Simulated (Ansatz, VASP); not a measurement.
# SnO2: VASP beside Ansatz

```xyz
12
Lattice="3.2534 1.8784 3.9847 -3.2534 1.8784 3.9847 0.0000 -3.7568 3.9847" Properties=species:S:1:pos:R:3 pbc="T T T"
Sn    0.0000    0.0000   10.3347
Sn    0.0000   -1.8784    6.3541
Sn   -1.6267    0.9392    6.3541
Sn    1.6267    0.9392    6.3541
O    -1.6257   -0.9386    5.4157
O     1.6257   -0.9386    5.4157
O     0.0000    1.8772    5.4157
O     0.0000    0.0000    7.2912
O     0.0000    0.0000    1.4327
O     0.0000   -1.8795    3.3049
O    -1.6277    0.9398    3.3049
O     1.6277    0.9398    3.3049
```

Alike in both runs: task single point; functional LDA; k mesh 6 × 6 × 6; occupations gaussian, width 0.05 eV; no spin polarisation.

|  | VASP | Ansatz |
| --- | --- | --- |
| version | VASP 6.6.1 | Ansatz 0.2.0 |
| potentials or method | VASP PAW LDA potentials, release 64 (Sn_d, O), cutoff 520 eV | scalar-relativistic, plane waves, PAW |
| valence electrons in the cell | 104 | 104 |

|  | VASP | Ansatz | Ansatz less VASP |
| --- | --- | --- | --- |
| gap on the k mesh at the Fermi level (eV) | 1.27 | 1.26 | -0.007 |
| least direct gap on the mesh (eV) | 1.27 | 1.26 | -0.007 |
| pressure (GPa) | -2.3 | -3.5 | -1.21 |
| traceless stress, the component that is largest in VASP (GPa) | 2.01 | 2.81 | +0.803 |
| rms of the force components (eV/Å) | 0.036 | 0.002 | -0.0340 |

Ansatz warns that its potentials were made for another functional, while VASP's fit it. LDA's correlation is that of Perdew and Zunger in VASP and of Perdew and Wang (1992) in Ansatz. Atom by atom the forces differ by 0.038 eV/Å (rms over components).
